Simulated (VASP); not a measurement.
# LiF (P6_3mc) in VASP: settings compared, part 2 of 2

VASP 6.6.1.

### Step 3. Single point, r2SCAN (epitaxial xy strain +3.0%)

File POSCAR:

```
LiF
1.0
    3.1734430103      0.0000000000      0.0000000000
   -1.5867215051      2.7482822644      0.0000000000
    0.0000000000      0.0000000000      4.5057633622
Li F
2 2
Direct
    0.3333333333      0.6666666667     -0.0218484462
    0.6666666667      0.3333333333      0.4781515538
    0.3333333333      0.6666666667      0.3968484462
    0.6666666667      0.3333333333      0.8968484462
```

File INCAR.step1:

```
  ALGO = Normal
  EDIFF = 1E-4
  ENCUT = 520
  GGA = PE
  ISMEAR = 0
  LASPH = True
  LCHARG = False
  LREAL = False
  LWAVE = True
  NBANDS = 18
  NELM = 100
  PREC = Accurate
  SIGMA = 0.01
```

File INCAR.step2:

```
  ALGO = Normal
  EDIFF = 1E-6
  ENCUT = 520
  ISIF = 2
  ISMEAR = 0
  ISTART = 1
  LASPH = True
  LCHARG = False
  LMIXTAU = True
  LREAL = False
  LWAVE = False
  METAGGA = R2SCAN
  NBANDS = 18
  NELM = 100
  PREC = Accurate
  SIGMA = 0.01
```

File KPOINTS:

```
k-points
0
Gamma
  12 12 6
```

Potentials or basis: VASP PAW PBE potentials, release 64 (Li_sv, F).

Run with:

```
> cat potpaw_PBE.64/Li_sv/POTCAR potpaw_PBE.64/F/POTCAR > POTCAR
> cp INCAR.step1 INCAR
> mpirun -np 1 vasp_std > vasp.out
> cp INCAR.step2 INCAR
> mpirun -np 1 vasp_std > vasp.out
```

OUTCAR:

```text
EDIFF = 1E-6
   ENCUT = 520
   ISIF = 2
   ISMEAR = 0
   ISTART = 1
   LASPH = True
   LREAL = False
   METAGGA = R2SCAN
   NELM = 100
   PREC = Accurate

 ion  position               nearest neighbor table
   1  0.333  0.667  0.978-   4 1.87   4 1.87   4 1.87   3 1.89
   2  0.667  0.333  0.478-   3 1.87   3 1.87   3 1.87   4 1.89
   3  0.333  0.667  0.397-   2 1.87   2 1.87   2 1.87   1 1.89
   4  0.667  0.333  0.897-   1 1.87   1 1.87   1 1.87   2 1.89

  LATTYP: Found a hexagonal cell.
 ALAT       =     3.1734430103
 C/A-ratio  =     1.4198343400

  Lattice vectors:

 A1 = (   3.1734430103,   0.0000000000,   0.0000000000)
 A2 = (  -1.5867215051,   2.7482822644,   0.0000000000)
 A3 = (   0.0000000000,   0.0000000000,   4.5057633622)

Analysis of symmetry for initial positions (statically):
=====================================================================
 Subroutine PRICEL returns:
 Original cell was already a primitive cell.

 Routine SETGRP: Setting up the symmetry group for a
 hexagonal supercell.

 Subroutine GETGRP returns: Found 12 space group operations
 (whereof  6 operations were pure point group operations)
 out of a pool of 24 trial point group operations.

The static configuration has the point symmetry C_3v.
 The point group associated with its full space group is C_6v.

Analysis of symmetry for dynamics (positions and initial velocities):
=====================================================================
 Subroutine PRICEL returns:
 Original cell was already a primitive cell.

 Routine SETGRP: Setting up the symmetry group for a
 hexagonal supercell.

 Subroutine GETGRP returns: Found 12 space group operations
 (whereof  6 operations were pure point group operations)
 out of a pool of 24 trial point group operations.

The dynamic configuration has the point symmetry C_3v.
 The point group associated with its full space group is C_6v.

 Subroutine INISYM returns: Found 12 space group operations
 (whereof  6 operations are pure point group operations),
 and found     1 'primitive' translations

----------------------------------------------------------------------------------------

                                     Primitive cell

  volume of cell :      39.2971

  direct lattice vectors                    reciprocal lattice vectors
     3.173443010  0.000000000  0.000000000     0.315115159  0.181931822  0.000000000
    -1.586721505  2.748282264  0.000000000     0.000000000  0.363863644  0.000000000
     0.000000000  0.000000000  4.505763362     0.000000000  0.000000000  0.221937976

  length of vectors
     3.173443010  3.173443010  4.505763362     0.363863644  0.363863644  0.221937976

  position of ions in fractional coordinates (direct lattice)
     0.333333333  0.666666667  0.978151554
     0.666666667  0.333333333  0.478151554
     0.333333333  0.666666667  0.396848446
     0.666666667  0.333333333  0.896848446

  ion indices of the primitive-cell ions
   primitive index   ion index
                 1           1
                 2           2
                 3           3
                 4           4

[... 25 lines left out ...]

 Following reciprocal coordinates:
            Coordinates               Weight
  0.000000  0.000000  0.000000      1.000000
  0.083333  0.000000  0.000000      6.000000
  0.166667  0.000000  0.000000      6.000000
  0.250000  0.000000  0.000000      6.000000
  0.333333  0.000000  0.000000      6.000000
  0.416667  0.000000  0.000000      6.000000
[... 16 lines left out ...]
  0.250000  0.000000  0.166667     12.000000
  0.333333  0.000000  0.166667     12.000000
 [... further k-points ...]
   k-points           NKPTS =     76   k-points in BZ     NKDIM =     76   number of bands    NBANDS=     18
   number of dos      NEDOS =    301   number of ions     NIONS =      4
   total plane-waves  NPLWV =  20736
   dimension x,y,z NGX =    24 NGY =   24 NGZ =   36
   dimension x,y,z NGXF=    48 NGYF=   48 NGZF=   72
   ions per type =               2   2
   NGX,Y,Z   is equivalent  to a cutoff of  12.57, 12.57, 13.28 a.u.
   NGXF,Y,Z  is equivalent  to a cutoff of  25.15, 25.15, 26.57 a.u.
 SYSTEM =  unknown system
   PREC   = accura    normal or accurate (medium, high low for compatibility)
   ISTART =      1    job   : 0-new  1-cont  2-samecut
   ICHARG =      0    charge: 1-file 2-atom 10-const
   ISPIN  =      1    spin polarized calculation?
   LNONCOLLINEAR =      F non collinear calculations
   LSORBIT =      F    spin-orbit coupling
   LASPH  =      T    aspherical Exc in radial PAW
   ENCUT  =  520.0 eV  38.22 Ry    6.18 a.u.   5.90  5.90  8.38*2*pi/ulx,y,z
   NELM   =    100;   NELMIN=  2; NELMDL=  0     # of ELM steps
   EDIFF  = 0.1E-05   stopping-criterion for ELM
   LREAL  =      F    real-space projection
   EDIFFG = 0.1E-04   stopping-criterion for IOM
   NSW    =      0    number of steps for IOM
   IBRION =     -1    ionic relax: 0-MD 1-quasi-New 2-CG
   NFREE  =      0    steps in history (QN), initial steepest desc. (CG)
   ISIF   =      2    stress and relaxation
   ISYM   =      2    0-nonsym 1-usesym 2-fastsym
   POTIM  = 0.5000    time-step for ionic-motion
   TEBEG  =    0.0;   TEEND  =   0.0 temperature during run
   PSTRESS=    0.0 pullay stress
   NELECT =      20.0000    total number of electrons
   NUPDOWN=      -1.0000    fix difference up-down
   EMIN   =  10.00;   EMAX   =-10.00  energy-range for DOS
   EFERMI =   0.00;   METHOD = LEGACY
   ISMEAR =     0;   SIGMA  =   0.01  broadening in eV -4-tet -1-fermi 0-gaus
   EFERMI_NEDOS =   21; number of points for ismear=-14 and -15
   IALGO  =     38    algorithm
   IMIX   =      4    mixing-type and parameters
     AMIX     =   0.40;   BMIX     =  1.00
     AMIX_MAG =   1.60;   BMIX_MAG =  1.00
  volume/ion in A,a.u.               =       9.82        66.30
  Fermi-wavevector in a.u.,A,eV,Ry     =   1.307068  2.469999 23.244540  1.708426
  Thomas-Fermi vector in A             =   2.437827
   LORBIT       =      0    0 simple, 1 ext, 2 COOP (PROOUT), +10 PAW based schemes
   METAGGA = R2SCAN    functional components
   LHFCALC =     F    Hartree Fock is set to
   AEXX    =    0.0000 exact exchange contribution
   IVDW    =     0    specifies the selected vdW correction
   LEPSILON=     F    determine dielectric tensor
   LRPA    =     F    only Hartree local field effects (RPA)
 non-spin polarized calculation
 Gauss-broadening in eV      SIGMA  =   0.01
  energy-cutoff  :      520.00
  volume of cell :       39.30
 maximum number of plane-waves:      1084
 NGX is ok and might be reduce to    24
   NGX = 11   NGY = 11   NGZ = 17

 number of electron      20.0000006 magnetization

 Free energy of the ion-electron system (eV)
  ---------------------------------------------------
  ext. energy  EPLUGINS =         0.00000000
  ---------------------------------------------------
  free energy    TOTEN  =       -23.64935931 eV

  energy without entropy =      -23.64935931  energy(sigma->0) =      -23.64935931

 E-fermi :  -2.6301     XC(G=0):  -9.4157

 val. band max:       -2.7983255332   @ k =   0.0000   0.0000   0.0000
 cond. band min:       5.6763962951   @ k =   0.0000   0.0000   0.0000
 fundamental gap:      8.4747218283
 Fermi energy:        -2.6300531207

 k-point     1 :       0.0000    0.0000    0.0000
  band No.  band energies     occupation
      1     -44.6392      2.00000
      2     -44.5880      2.00000
      3     -23.6044      2.00000
      4     -23.2435      2.00000
      5      -5.2817      2.00000
      6      -3.6891      2.00000
[... 481 lines left out ...]
      5      -4.8274      2.00000
      6      -4.2621      2.00000
[... 10 lines left out ...]
     17      17.9154      0.00000
     18      18.8317      0.00000

 [... further k-points ...]

------------------------ aborting loop because EDIFF is reached ----------------------------------------

  FORCE on cell =-STRESS in cart. coord.  units (eV):
  Direction    XX          YY          ZZ          XY          YZ          ZX
  --------------------------------------------------------------------------------------
  -------------------------------------------------------------------------------------
  Total       -0.3315473     -0.3315473     -0.1500492     -0.0000000     -0.0000000      0.0000000
  in kB      -13.5174759    -13.5174759     -6.1176377     -0.0000000     -0.0000000      0.0000000
  external PRESSURE =     -11.0508632 kB  Pullay stress =       0.0000000 kB

 VOLUME and BASIS-vectors are now :
 -----------------------------------------------------------------------------
  energy-cutoff  :      520.00
  volume of cell :       39.30
      direct lattice vectors                 reciprocal lattice vectors
     3.173443010  0.000000000  0.000000000     0.315115159  0.181931822  0.000000000
    -1.586721505  2.748282264  0.000000000     0.000000000  0.363863644  0.000000000
     0.000000000  0.000000000  4.505763362     0.000000000  0.000000000  0.221937976

 POSITION                                       TOTAL-FORCE (eV/Angst)
 -----------------------------------------------------------------------------------
     -0.00000      1.83219      4.40732         0.000000     -0.000000     -0.015593
      1.58672      0.91609      2.15444        -0.000000      0.000000     -0.015593
     -0.00000      1.83219      1.78811        -0.000000     -0.000000      0.015593
      1.58672      0.91609      4.04099         0.000000      0.000000      0.015593
 -----------------------------------------------------------------------------------
    total drift:                               -0.000002     -0.000003     -0.011775

  FREE ENERGIE OF THE ION-ELECTRON SYSTEM (eV)
  ---------------------------------------------------
  free  energy   TOTEN  =       -23.6493593101 eV

  energy  without entropy=      -23.6493593101  energy(sigma->0) =      -23.64935931
```

It took 75 s on 1 thread of Intel Xeon 6975P-C (Granite Rapids), shared host; peak memory 0.17 GiB.

What came out:

* Free energy: -23.6494 eV
* Largest force: 0.016 eV/Å
* Band gap on the k mesh: 8.47 eV

Forces on the atoms (eV/Å):
```
Li   0.000  0.000 -0.016
Li   0.000  0.000 -0.016
F    0.000  0.000  0.016
F    0.000  0.000  0.016
```

Levels at points of the mesh, in eV from the valence-band top:
```csv
k point,band 8,band 9,band 10,band 11,band 12,band 13
"(0.00, 0.00, 0.00)",-0.44,-0.44,0.00,8.47,13.61,16.78
"(0.50, 0.00, 0.00)",-1.25,-0.66,-0.58,11.57,13.56,15.67
"(0.00, 0.00, 0.50)",-0.66,-0.66,-0.66,10.44,10.44,19.19
"(0.50, 0.00, 0.50)",-1.01,-0.58,-0.58,11.80,11.80,15.92
```

Caveat: the cell differs from its parent crystal (epitaxial xy strain +3.0%); the cutoff is under 1.25 times the usual one of these potentials, so pressure, stress and relaxed cells hold a basis-set (Pulay) error; the structure was generated, so it needn't be the stable form of LiF; the PAW data sets were made with another functional, which shifts forces and pressure a little.

### Step 4. Single point, r2SCAN

This run uses another cell than the first one, of 9.83 Å³/atom.

File POSCAR:

```
LiF
1.0
    3.0810126313      0.0000000000      0.0000000000
   -1.5405063157      2.6682352081      0.0000000000
    0.0000000000      0.0000000000      4.7853430013
Li F
2 2
Direct
    0.3333333333      0.6666666667     -0.0074305293
    0.6666666667      0.3333333333      0.4925694707
    0.3333333333      0.6666666667      0.3824305293
    0.6666666667      0.3333333333      0.8824305293
```

File INCAR.step1:

```
SYSTEM = LiF
PREC     = Accurate       ! precision mode
ENCUT    = 520            ! plane-wave cutoff, eV
ISMEAR   = 0              ! smearing method
SIGMA    = 0.01           ! smearing width, eV
LREAL    = .FALSE.        ! projectors in reciprocal space
LASPH    = .TRUE.         ! aspherical terms in the spheres
NELM     = 80             ! most SCF steps
NBANDS   = 18             ! bands
GGA      = PE             ! functional
ALGO     = Normal         ! electronic algorithm
EDIFF    = 1E-4           ! SCF threshold, eV
LWAVE    = .TRUE.         ! write WAVECAR
LCHARG   = .FALSE.        ! write CHGCAR
```

File INCAR.step2:

```
SYSTEM = LiF
PREC     = Accurate       ! precision mode
ENCUT    = 520            ! plane-wave cutoff, eV
EDIFF    = 1E-6           ! SCF threshold, eV
ISMEAR   = 0              ! smearing method
SIGMA    = 0.01           ! smearing width, eV
LREAL    = .FALSE.        ! projectors in reciprocal space
LASPH    = .TRUE.         ! aspherical terms in the spheres
NELM     = 80             ! most SCF steps
ALGO     = Normal         ! electronic algorithm
ISIF     = 2              ! what is computed and relaxed
LWAVE    = .FALSE.        ! write WAVECAR
LCHARG   = .TRUE.         ! write CHGCAR
METAGGA  = R2SCAN         ! meta-GGA
LMIXTAU  = .TRUE.       
LELF     = .TRUE.         ! ELF
LVHAR    = .TRUE.       
NBANDS   = 18             ! bands
ISTART   = 1
```

File KPOINTS:

```
Automatic mesh
0
G
  12 12 6
  0 0 0
```

Run with:

```
> cat potpaw_PBE.64/Li_sv/POTCAR potpaw_PBE.64/F/POTCAR > POTCAR
> cp INCAR.step1 INCAR
> mpirun -np 1 vasp_std > vasp.out
> cp INCAR.step2 INCAR
> mpirun -np 1 vasp_std > vasp.out
```

Run time: 67 s. Hardware: 1 thread of Intel Xeon 6975P-C (Granite Rapids), shared host; peak memory 0.17 GiB.

Results (log left out):

* Free energy: -23.6587 eV
* Largest force: 0.003 eV/Å
* Band gap on the k mesh: 8.68 eV

Forces on the atoms (eV/Å):
```
Li   0.000  0.000 -0.003
Li   0.000  0.000 -0.003
F    0.000  0.000  0.003
F    0.000  0.000  0.003
```

Levels at points of the mesh, in eV from the valence-band top:
```
           k point  band 7  band 8  band 9  band 10  band 11  band 12  band 13  band 14
(0.00, 0.00, 0.00)   -0.52   -0.19   -0.19     0.00     8.68    13.10    16.53    19.93
(0.50, 0.00, 0.00)   -1.05   -1.05   -0.55    -0.41    12.04    13.20    15.96    16.20
(0.00, 0.00, 0.50)   -0.35   -0.35   -0.35    -0.35    10.41    10.41    19.04    19.04
(0.50, 0.00, 0.50)   -0.74   -0.74   -0.57    -0.57    12.06    12.06    16.04    16.04
```

Caveat: the cutoff is under 1.25 times the usual one of these potentials, so pressure, stress and relaxed cells hold a basis-set (Pulay) error; the structure was generated, so it needn't be the stable form of LiF; the PAW data sets were made with another functional, which shifts forces and pressure a little.

### Step 5. Single point, r2SCAN (uniaxial z strain +0.5%)

File POSCAR:

```
LiF
1.0
    3.0810126313      0.0000000000      0.0000000000
   -1.5405063157      2.6682352081      0.0000000000
    0.0000000000      0.0000000000      4.8092697163
Li F
2 2
Direct
    0.3333333333      0.6666666667     -0.0067187361
    0.6666666667      0.3333333333      0.4932812639
    0.3333333333      0.6666666667      0.3817187361
    0.6666666667      0.3333333333      0.8817187361
```

File INCAR.step1:

```
SYSTEM = LiF
ALGO = Normal
EDIFF = 1E-4
ENCUT = 520
GGA = PE
ISMEAR = 0
LASPH = .True.
LCHARG = .False.
LREAL = .False.
LWAVE = .True.
NBANDS = 18
NELM = 100
PREC = Accurate
SIGMA = 0.01
```

File INCAR.step2:

```
SYSTEM = LiF
ALGO = Normal
EDIFF = 1E-6
ENCUT = 520
ISIF = 2
ISMEAR = 0
ISTART = 1
LASPH = .True.
LCHARG = .False.
LMIXTAU = .True.
LREAL = .False.
LWAVE = .False.
METAGGA = R2SCAN
NBANDS = 18
NELM = 100
PREC = Accurate
SIGMA = 0.01
```

File KPOINTS:

```
k-points
0
Gamma
  12 12 6
  0 0 0
```

Run with:

```
> cat potpaw_PBE.64/Li_sv/POTCAR potpaw_PBE.64/F/POTCAR > POTCAR
> cp INCAR.step1 INCAR
> mpirun -np 1 vasp_std > vasp.out
> cp INCAR.step2 INCAR
> mpirun -np 1 vasp_std > vasp.out
```

Wall time 67 s (1 thread of Intel Xeon 6975P-C (Granite Rapids), shared host); peak memory 0.17 GiB.

The run converged. Its results:

```yaml
Free_energy: -23.6587 eV
Largest_force: 0.012 eV/Å
Band_gap_on_the_k_mesh: 8.66 eV
```

Forces on the atoms (eV/Å):
```
Li   0.000  0.000 -0.012
Li   0.000  0.000 -0.012
F    0.000  0.000  0.012
F    0.000  0.000  0.012
```

Levels at points of the mesh, in eV from the valence-band top:
| k point | band 8 | band 9 | band 10 | band 11 | band 12 | band 13 |
| --- | --- | --- | --- | --- | --- | --- |
| (0.00, 0.00, 0.00) | -0.17 | -0.17 | 0.00 | 8.66 | 13.05 | 16.47 |
| (0.50, 0.00, 0.00) | -1.02 | -0.54 | -0.39 | 12.04 | 13.16 | 15.94 |
| (0.00, 0.00, 0.50) | -0.33 | -0.33 | -0.33 | 10.38 | 10.38 | 18.98 |
| (0.50, 0.00, 0.50) | -0.72 | -0.56 | -0.56 | 12.05 | 12.05 | 16.02 |

Caveat: the cell differs from its parent crystal (uniaxial z strain +0.5%); the cutoff is under 1.25 times the usual one of these potentials, so pressure, stress and relaxed cells hold a basis-set (Pulay) error; the structure was generated, so it needn't be the stable form of LiF; the PAW data sets were made with another functional, which shifts forces and pressure a little. A k mesh can miss the band edges.

### Step 6. Overview

| level | cell | smearing | gap on the mesh (eV) | largest force (eV/Å) |
| --- | --- | --- | --- | --- |
| PBE | a = 3.235, b = 3.235, c = 5.025 Å, angles 90.0, 90.0, 120.0°, 4 atoms, atomic positions A | fermi-dirac 0.02 eV | 7.12 | 0.01 |
| r2SCAN | a = 3.173, b = 3.173, c = 4.506 Å, angles 90.0, 90.0, 120.0°, 4 atoms, atomic positions B | gaussian 0.01 eV | 8.47 | 0.02 |
| r2SCAN | a = 3.081, b = 3.081, c = 4.785 Å, angles 90.0, 90.0, 120.0°, 4 atoms, atomic positions C | gaussian 0.01 eV | 8.68 | - |
| r2SCAN | a = 3.081, b = 3.081, c = 4.809 Å, angles 90.0, 90.0, 120.0°, 4 atoms, atomic positions D | gaussian 0.01 eV | 8.66 | 0.01 |

Alike in all rows: task single point; potentials or basis VASP PAW PBE potentials, release 64 (Li_sv, F); no spin polarisation; k mesh 12 × 12 × 6; cutoff (eV) 520.

Caveats: the cutoff is under 1.25 times the usual one of these potentials, so pressure, stress and relaxed cells hold a basis-set (Pulay) error; the structure was generated, so it needn't be the stable form of LiF; the PAW data sets were made with another functional, which shifts forces and pressure a little (at least some runs).

Absolute energies hang on the potentials; compare differences alone.
